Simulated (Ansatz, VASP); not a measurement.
## One calculation of TiGaC6N6, two programs

INCAR

```
SYSTEM = TiGaC6N6
ALGO     = Normal         ! electronic algorithm
EDIFF    = 1E-6           ! SCF threshold, eV
ENCUT    = 520            ! plane-wave cutoff, eV
GGA      = PE             ! functional
ISIF     = 2              ! what is computed and relaxed
ISMEAR   = 0              ! smearing method
ISPIN    = 2              ! spin polarisation
LASPH    = .True.         ! aspherical terms in the spheres
LCHARG   = .True.         ! write CHGCAR
LELF     = .True.         ! ELF
LMAXMIX  = 4              ! l up to which the mixer works
LORBIT   = 11             ! projections on sites
LREAL    = .False.        ! projectors in reciprocal space
LVHAR    = .True.       
LWAVE    = .False.        ! write WAVECAR
MAGMOM   = 1 0 0 0 0 0 0 0 0 0 0 0 0 0 ! initial moments
NBANDS   = 56             ! bands
NELM     = 150            ! most SCF steps
PREC     = Accurate       ! precision mode
SIGMA    = 0.1            ! smearing width, eV
```

The input KPOINTS:

```
k-points
0
Gamma
  4 4 4
  0 0 0
```

POSCAR

```
TiGaC6N6
1.0
    0.0000000000      5.0960000000      5.0960000000
    5.0960000000      0.0000000000      5.0960000000
    5.0960000000      5.0960000000      0.0000000000
Ti Ga C N
1 1 6 6
Direct
    0.5000000000      0.5000000000      0.5000000000
    0.0000000000      0.0000000000      0.0000000000
    0.8139717400      0.1860282600      0.1860282600
    0.1860282600      0.8139717400      0.1860282600
    0.1860282600      0.1860282600      0.8139717400
    0.1860282600      0.8139717400      0.8139717400
    0.8139717400      0.1860282600      0.8139717400
    0.8139717400      0.8139717400      0.1860282600
    0.6991758200      0.3008241800      0.3008241800
    0.3008241800      0.6991758200      0.3008241800
    0.3008241800      0.3008241800      0.6991758200
    0.3008241800      0.6991758200      0.6991758200
    0.6991758200      0.3008241800      0.6991758200
    0.6991758200      0.6991758200      0.3008241800
```

Input for Ansatz:

```yaml
crystal:
  lattice:
    - [0.0, 5.096, 5.096]
    - [5.096, 0.0, 5.096]
    - [5.096, 5.096, 0.0]
  atoms:
    - { symbol: Ti, position: [0.5, 0.5, 0.5], spin: 1.0 }
    - { symbol: Ga, position: [0.0, 0.0, 0.0] }
    - { symbol: C, position: [0.81397174, 0.18602826, 0.18602826] }
    - { symbol: C, position: [0.18602826, 0.81397174, 0.18602826] }
    - { symbol: C, position: [0.18602826, 0.18602826, 0.81397174] }
    - { symbol: C, position: [0.18602826, 0.81397174, 0.81397174] }
    - { symbol: C, position: [0.81397174, 0.18602826, 0.81397174] }
    - { symbol: C, position: [0.81397174, 0.81397174, 0.18602826] }
    - { symbol: "N", position: [0.69917582, 0.30082418, 0.30082418] }
    - { symbol: "N", position: [0.30082418, 0.69917582, 0.30082418] }
    - { symbol: "N", position: [0.30082418, 0.30082418, 0.69917582] }
    - { symbol: "N", position: [0.30082418, 0.69917582, 0.69917582] }
    - { symbol: "N", position: [0.69917582, 0.30082418, 0.69917582] }
    - { symbol: "N", position: [0.69917582, 0.69917582, 0.30082418] }
basis:
  ecutwfc: 420
kpoints:
  mp_grid: { grid: [4, 4, 4] }
hamiltonian:
  xc: pbe
scf:
  occupations: { method: gaussian, width: 0.1 }
  lower_state_search: "off"
output:
  forces: true
  stress: true
  eigenvalues: true
  populations: true
magnetization:
  spin_polarized: true
```

Alike in both runs: task single point; functional PBE; k mesh 4 × 4 × 4; occupations gaussian, width 0.1 eV; collinear spin.

|  | VASP | Ansatz |
| --- | --- | --- |
| version | VASP 6.6.1 | Ansatz 0.2.0 |
| potentials or method | VASP PAW PBE potentials, release 64 (Ti_sv, Ga_d, C, N), cutoff 520 eV | scalar-relativistic, plane waves, PAW |
| valence electrons in the cell | 79 | 79 |

Ansatz gave:

| Property | Result |
| --- | --- |
| gap on the k mesh at the Fermi level (eV) | none |
| pressure (GPa) | 11.3 |
| rms of the force components (eV/Å) | 1.500 |
| net moment per atom (μB) | 0.07 |
| size of the moment on the site where the two differ most (μB) | 0.46 |

What did VASP give for the same quantities?

gap on the k mesh at the Fermi level (eV): none; pressure (GPa): 11.6; rms of the force components (eV/Å): 1.332; net moment per atom (μB): 0.07; size of the moment on the site where the two differ most (μB): 0.60.

Site moments also hang on the region over which each program counts them. Atom by atom the forces differ by 0.207 eV/Å (rms over components). A gap of «none» marks a metal or a gap that the smearing closes. The functional is the same, so the differences come from potentials, cutoffs and numerics.

Noted on VASP's run: the standard files for N, O and F lose accuracy on very short bonds.
